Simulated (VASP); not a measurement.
# Ga6N7 (a cell with a defect) in VASP: single point with PBE

Aim: the single point of Ga6N7 (a cell with a defect) with PBE.

All numbers are computed with VASP 6.6.1; they aren't measurements. Logs are shortened: lines on timing, memory, paths and dates and some standing lists are left out, and cuts for length are marked.

### Step 1. The cell of the first run

The cell holds a defect, 13 atoms: a = 5.243 Å, b = 5.574 Å, c = 5.574 Å, α = 120.00°, β = 90.00°, γ = 90.00°.

### Step 2. Single point, PBE, collinear spin, ferromagnetic start

INCAR

```
PREC = Accurate ; ENCUT = 520
EDIFF = 1E-6 ; ISMEAR = 0
SIGMA = 0.02 ; LREAL = False
LASPH = True ; NELM = 150
ALGO = Normal ; ISIF = 2
LWAVE = False ; LCHARG = False
ISPIN = 2 ; MAGMOM = 0 0 0 0 0 0 0.17 0.17 0.17 0.19 0.19 0.19 1.59
LORBIT = 11 ; GGA = PE
NBANDS = 72
```

KPOINTS

```
regular mesh
0
Gamma
  3 3 3
```

POSCAR

```
Ga6N7
1.0
    0.0000000000      0.0000000000      5.2431684095
    4.8275562239     -2.7871908853      0.0000000000
   -0.0000000001      5.5743817708      0.0000000000
Ga N
6 7
Direct
    0.5089874655      0.3335863790      0.3635213730
    0.4293480247     -0.0000391502      0.6854341948
    0.5090795854      0.6664595607      1.0298781549
    0.9926152650     -0.0000557218      0.3102677147
    1.0249115764      0.6312373919      0.7037862254
    1.0249874847      0.3693581012      1.0730896768
    0.8765507115      0.3518631211      0.3711072849
    0.7973674835     -0.0010812924      0.6015546422
    0.8766010628      0.6481890329      1.0188734461
    0.3586629025     -0.0000364574      0.3380420401
    0.3912206971      0.6517129691      0.6954963988
    0.3914346898      0.3483095633      1.0437774949
   -0.0089007250      0.0005191032     -0.2348483140
```

Potentials or basis: VASP PAW PBE potentials, release 64 (Ga_d, N).

On the command line:

```console
cat potpaw_PBE.64/Ga_d/POTCAR potpaw_PBE.64/N/POTCAR > POTCAR
mpirun -np 1 vasp_std > vasp.out
```

OUTCAR:

```text
PREC = Accurate
   ENCUT = 520
   EDIFF = 1E-6
   ISMEAR = 0
   LREAL = False
   LASPH = True
   NELM = 150
   ISIF = 2
   ISPIN = 2
   LORBIT = 11
   GGA = PE

 ion  position               nearest neighbor table
   1  0.509  0.334  0.364-  11 1.92  12 1.93   7 1.93  10 1.96
   2  0.429  1.000  0.685-  10 1.97  11 1.98  12 1.98   8 1.98  13 2.34
   3  0.509  0.666  0.030-  12 1.92  11 1.93   9 1.93  10 1.96
   4  0.993  1.000  0.310-   9 1.92   7 1.92   8 1.92  10 1.93
   5  0.025  0.631  0.704-   9 1.88   7 1.89  13 1.92  11 1.93
   6  0.025  0.369  0.073-   7 1.88   9 1.89  13 1.92  12 1.93
   7  0.877  0.352  0.371-   6 1.88   5 1.89   4 1.92   1 1.93
   8  0.797  0.999  0.602-  13 1.36   4 1.92   2 1.98
   9  0.877  0.648  0.019-   5 1.88   6 1.89   4 1.92   3 1.93
  10  0.359  1.000  0.338-   4 1.93   3 1.96   1 1.96   2 1.97
  11  0.391  0.652  0.695-   1 1.92   5 1.93   3 1.93   2 1.98
  12  0.391  0.348  0.044-   3 1.92   1 1.93   6 1.93   2 1.98
  13  0.991  0.001  0.765-   8 1.36   6 1.92   5 1.92   2 2.34

  LATTYP: Found a hexagonal cell.
 ALAT       =     5.5743817707
 C/A-ratio  =     0.9405829427

  Lattice vectors:

 A1 = (   4.8275562239,  -2.7871908853,   0.0000000000)
 A2 = (  -0.0000000001,   5.5743817708,   0.0000000000)
 A3 = (   0.0000000000,   0.0000000000,   5.2431684095)

Analysis of symmetry for initial positions (statically):
=====================================================================
 Subroutine PRICEL returns:
 Original cell was already a primitive cell.

 Routine SETGRP: Setting up the symmetry group for a
 hexagonal supercell.

 Subroutine GETGRP returns: Found  1 space group operations
 (whereof  1 operations were pure point group operations)
 out of a pool of 24 trial point group operations.

The static configuration has the point symmetry C_1 .

Analysis of symmetry for dynamics (positions and initial velocities):
=====================================================================
 Subroutine PRICEL returns:
 Original cell was already a primitive cell.

 Routine SETGRP: Setting up the symmetry group for a
 hexagonal supercell.

 Subroutine GETGRP returns: Found  1 space group operations
 (whereof  1 operations were pure point group operations)
 out of a pool of 24 trial point group operations.

The dynamic configuration has the point symmetry C_1 .

Analysis of structural, dynamic, and magnetic symmetry:
=====================================================================
 Subroutine PRICEL returns:
 Original cell was already a primitive cell.

 Routine SETGRP: Setting up the symmetry group for a
 hexagonal supercell.

 Subroutine GETGRP returns: Found  1 space group operations
 (whereof  1 operations were pure point group operations)
 out of a pool of 24 trial point group operations.

The overall configuration has the point symmetry C_1 .

 Subroutine INISYM returns: Found  1 space group operations
 (whereof  1 operations are pure point group operations),
 and found     1 'primitive' translations

----------------------------------------------------------------------------------------

                                     Primitive cell

  volume of cell :     141.0970

  direct lattice vectors                    reciprocal lattice vectors
     0.000000000  0.000000000  5.243168409     0.000000000  0.000000000  0.190724372
     4.827556224 -2.787190885  0.000000000     0.207144144  0.000000000  0.000000000
    -0.000000000  5.574381771  0.000000000     0.103572072  0.179392091  0.000000000

  length of vectors
     5.243168409  5.574381771  5.574381771     0.190724372  0.207144144  0.207144144

  position of ions in fractional coordinates (direct lattice)
     0.508987465  0.333586379  0.363521373
     0.429348025  0.999960850  0.685434195
     0.509079585  0.666459561  0.029878155
     0.992615265  0.999944278  0.310267715
     0.024911576  0.631237392  0.703786225
     0.024987485  0.369358101  0.073089677
     0.876550712  0.351863121  0.371107285
     0.797367483  0.998918708  0.601554642
     0.876601063  0.648189033  0.018873446
[... 80 lines left out ...]
   NELM   =    150;   NELMIN=  2; NELMDL= -5     # of ELM steps
   EDIFF  = 0.1E-05   stopping-criterion for ELM
   LREAL  =      F    real-space projection
   EDIFFG = 0.1E-04   stopping-criterion for IOM
   NSW    =      0    number of steps for IOM
   IBRION =     -1    ionic relax: 0-MD 1-quasi-New 2-CG
   NFREE  =      0    steps in history (QN), initial steepest desc. (CG)
   ISIF   =      2    stress and relaxation
   ISYM   =      2    0-nonsym 1-usesym 2-fastsym
   POTIM  = 0.5000    time-step for ionic-motion
   TEBEG  =    0.0;   TEEND  =   0.0 temperature during run
   PSTRESS=    0.0 pullay stress
   NELECT =     113.0000    total number of electrons
   NUPDOWN=      -1.0000    fix difference up-down
   EMIN   =  10.00;   EMAX   =-10.00  energy-range for DOS
   EFERMI =   0.00;   METHOD = LEGACY
   ISMEAR =     0;   SIGMA  =   0.02  broadening in eV -4-tet -1-fermi 0-gaus
   EFERMI_NEDOS =   21; number of points for ismear=-14 and -15
   IALGO  =     38    algorithm
   IMIX   =      4    mixing-type and parameters
     AMIX     =   0.40;   BMIX     =  1.00
     AMIX_MAG =   1.60;   BMIX_MAG =  1.00
  volume/ion in A,a.u.               =      10.85        73.24
  Fermi-wavevector in a.u.,A,eV,Ry     =   1.520297  2.872944 31.447175  2.311302
  Thomas-Fermi vector in A             =   2.629166
   LORBIT       =     11    0 simple, 1 ext, 2 COOP (PROOUT), +10 PAW based schemes
   GGA     = PE    functional components
   LHFCALC =     F    Hartree Fock is set to
   AEXX    =    0.0000 exact exchange contribution
   IVDW    =     0    specifies the selected vdW correction
   LEPSILON=     F    determine dielectric tensor
   LRPA    =     F    only Hartree local field effects (RPA)
 spin polarized calculation
 Gauss-broadening in eV      SIGMA  =   0.02
  energy-cutoff  :      520.00
  volume of cell :      141.10
 maximum number of plane-waves:      3817
 NGX is ok and might be reduce to    40
   NGX = 19   NGY = 21   NGZ = 21

 number of electron     112.9999989 magnetization       1.0000040

 Free energy of the ion-electron system (eV)
  ---------------------------------------------------
  ext. energy  EPLUGINS =         0.00000000
  ---------------------------------------------------
  free energy    TOTEN  =       -77.06262836 eV

  energy without entropy =      -77.06262836  energy(sigma->0) =      -77.06262836

 E-fermi :   6.8147     XC(G=0): -11.7758

 val. band max:        6.7445753795   @ k =   0.0000  -0.3333   0.3333
 cond. band min:       6.8837396207   @ k =   0.0000   0.3333   0.0000
 fundamental gap:      0.1391642411
 Fermi energy:         6.8146625932

 spin component 1

 k-point     1 :       0.0000    0.0000    0.0000
  band No.  band energies     occupation
      1     -13.3846      1.00000
      2     -10.5438      1.00000
      3      -9.8239      1.00000
      4      -9.7740      1.00000
      5      -9.5035      1.00000
      6      -9.4066      1.00000
[... 983 lines left out ...]
     67      13.6494      0.00000
     68      13.9575      0.00000
 Fermi energy:         6.8146625932

 spin component 2

 k-point     1 :       0.0000    0.0000    0.0000
  band No.  band energies     occupation
      1     -12.9817      1.00000
      2     -10.5085      1.00000
      3      -9.8023      1.00000
      4      -9.7494      1.00000
      5      -9.4742      1.00000
      6      -9.3964      1.00000
[... 983 lines left out ...]
     67      13.7238      0.00000
     68      14.0307      0.00000
 [bands above 68 left out]

------------------------ aborting loop because EDIFF is reached ----------------------------------------

  FORCE on cell =-STRESS in cart. coord.  units (eV):
  Direction    XX          YY          ZZ          XY          YZ          ZX
  --------------------------------------------------------------------------------------
  -------------------------------------------------------------------------------------
  Total       11.1730340     18.9888191     10.8522390      0.0491349      2.6705799     -0.0005364
  in kB      126.8714331    215.6208151    123.2287595      0.5579334     30.3248254     -0.0060908
  external PRESSURE =     155.2403359 kB  Pullay stress =       0.0000000 kB

 VOLUME and BASIS-vectors are now :
 -----------------------------------------------------------------------------
  energy-cutoff  :      520.00
  volume of cell :      141.10
      direct lattice vectors                 reciprocal lattice vectors
     0.000000000  0.000000000  5.243168409     0.000000000  0.000000000  0.190724372
     4.827556224 -2.787190885  0.000000000     0.207144144  0.000000000  0.000000000
    -0.000000000  5.574381771  0.000000000     0.103572072  0.179392091  0.000000000

 POSITION                                       TOTAL-FORCE (eV/Angst)
 -----------------------------------------------------------------------------------
      1.61041      1.09664      2.66871         0.013139      0.015629      0.030738
      4.82737      1.03379      2.25114         0.003842     -0.002889     -0.011880
      3.21737     -1.69100      2.66919        -0.014027      0.016969      0.026312
      4.82729     -1.05748      5.20445         0.001379     -0.010981      0.006445
      3.04733      2.16379      0.13062        -0.011479      0.050900      0.039069
      1.78310     -0.62204      0.13101         0.002821      0.045675      0.031495
      1.69864      1.08798      4.59590         0.017769      0.007345      0.039705
      4.82234      0.56912      4.18073         0.023450     -0.105435     -0.101697
      3.12917     -1.70142      4.59617        -0.018429      0.017404      0.033602
      4.82738     -0.90271      1.88053         0.000597     -0.015117     -0.003418
      3.14618      2.06051      2.05124        -0.005297      0.028485      0.016920
      1.68148     -0.72677      2.05236         0.004464      0.032238      0.011762
      0.00251      4.26380      5.19650        -0.018230     -0.080223     -0.119054
 -----------------------------------------------------------------------------------
    total drift:                                0.000178      0.000227      0.000952

  FREE ENERGIE OF THE ION-ELECTRON SYSTEM (eV)
  ---------------------------------------------------
  free  energy   TOTEN  =       -77.0626283634 eV

  energy  without entropy=      -77.0626283578  energy(sigma->0) =      -77.06262836

 total charge

# of ion       s       p       d       tot
------------------------------------------
    1        0.788   0.919  10.197  11.904
    2        0.773   0.840  10.177  11.790
    3        0.788   0.919  10.197  11.904
    4        0.806   0.946  10.213  11.965
    5        0.812   0.967  10.222  12.001
    6        0.812   0.967  10.222  12.000
    7        1.229   2.567   0.000   3.796
    8        1.257   2.501   0.000   3.758
    9        1.229   2.568   0.000   3.796
   10        1.226   2.519   0.000   3.745
   11        1.228   2.536   0.000   3.764
   12        1.228   2.535   0.000   3.764
   13        1.243   2.582   0.000   3.825
--------------------------------------------------
tot         13.418  23.366  61.228  98.012

 magnetization (x)

# of ion       s       p       d       tot
------------------------------------------
    1        0.000   0.001   0.001   0.003
    2       -0.003  -0.006   0.008  -0.001
    3        0.000   0.001   0.001   0.003
    4       -0.003  -0.005   0.005  -0.003
    5        0.008   0.028   0.010   0.046
    6        0.008   0.029   0.010   0.047
    7        0.002   0.017   0.000   0.019
    8        0.013   0.397   0.000   0.411
    9        0.002   0.017   0.000   0.019
   10       -0.000   0.004   0.000   0.004
   11        0.003   0.026   0.000   0.029
   12        0.003   0.026   0.000   0.029
   13        0.004   0.144   0.000   0.147
--------------------------------------------------
tot          0.035   0.680   0.037   0.752
```

It took 9.3 min on 1 thread of AMD EPYC 7R43 (Zen 3), shared host; peak memory 0.36 GiB.

Results:

```
Free energy                                           : -77.0626 eV
Pressure                                              : 15.5 GPa
Largest force                                         : 0.148 eV/Å
Band gap on the k mesh                                : zero (filled and empty bands overlap)
Net moment                                            : 1.00 μB per cell
Site moments                                          : Ga +0.00, -0.00, +0.05; N +0.02, +0.41, +0.00, +0.03, +0.15 μB
Valence electrons inside the program's atomic spheres : Ga 11.90, 11.79, 11.96, 12.00; N 3.80, 3.76, 3.75, 3.83
```

Forces on the atoms (eV/Å):
```
Ga   0.013  0.016  0.031
Ga   0.004 -0.003 -0.012
Ga  -0.014  0.017  0.026
Ga   0.001 -0.011  0.006
Ga  -0.011  0.051  0.039
Ga   0.003  0.046  0.031
N    0.018  0.007  0.040
N    0.023 -0.105 -0.102
N   -0.018  0.017  0.034
N    0.001 -0.015 -0.003
N   -0.005  0.028  0.017
N    0.004  0.032  0.012
N   -0.018 -0.080 -0.119
```

Levels at points of the mesh, in eV from the Fermi level:
Spin up:
| k point | band 54 | band 55 | band 56 | band 57 | band 58 | band 59 | band 60 | band 61 |
| --- | --- | --- | --- | --- | --- | --- | --- | --- |
| (0.00, 0.00, 0.00) | -1.72 | -1.69 | -0.78 | -0.55 | 1.16 | 3.82 | 4.28 | 4.76 |
Spin down:
```csv
k point,band 53,band 54,band 55,band 56,band 57,band 58,band 59,band 60
"(0.00, 0.00, 0.00)",-1.74,-1.65,-1.59,-0.36,0.36,1.23,3.89,4.39
```

Caveat: the k points lie up to 0.43 Å⁻¹ apart.
